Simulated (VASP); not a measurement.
A run of VASP 6.6.1:

Contents of INCAR:

```
SYSTEM = Al
ALGO = Fast
EDIFF = 1E-6
ENCUT = 520
GGA = PS
ISIF = 2
ISMEAR = 1
LASPH = .TRUE.
LCHARG = .FALSE.
LREAL = .FALSE.
LWAVE = .FALSE.
NBANDS = 22
NELM = 60
PREC = Accurate
SIGMA = 0.15
```

The input KPOINTS:

```
Automatic mesh
0
Gamma
  10 10 10
  0.5 0.5 0.5
```

File POSCAR:

```
Al
1.0
    3.2126361663      3.2126361663      3.2126361663
   -3.2126361663     -3.2126361663      3.2126361663
    3.2126361663     -3.2126361663     -3.2126361663
Al
8
Direct
   -0.0728373796      0.5364186898      0.4635813102
    0.0000000000      0.0000000000      0.5000000000
    0.0000000000      0.5000000000      0.0000000000
    0.0000000000      0.0000000000      0.0000000000
    0.5000000000      0.5000000000      0.5000000000
    0.5000000000      0.0000000000      0.5000000000
    0.5000000000      0.5000000000      0.0000000000
    0.5000000000      0.0000000000      0.0000000000
```

Potentials or basis: VASP PAW PBE potentials, release 64 (Al).

Run with:

```bash
$ cat potpaw_PBE.64/Al/POTCAR > POTCAR
$ mpirun -np 1 vasp_std > vasp.out
```

Hardware: 1 thread of Intel(R) Xeon(R) 6975P-C (Granite Rapids) (shared host).

Question: How long does it take, and how much memory?

Answer: It took 5.3 min on 1 thread of Intel(R) Xeon(R) 6975P-C (Granite Rapids), with other jobs on the host, peak memory 0.64 GiB. Counts: scf iterations 13, k points 280.
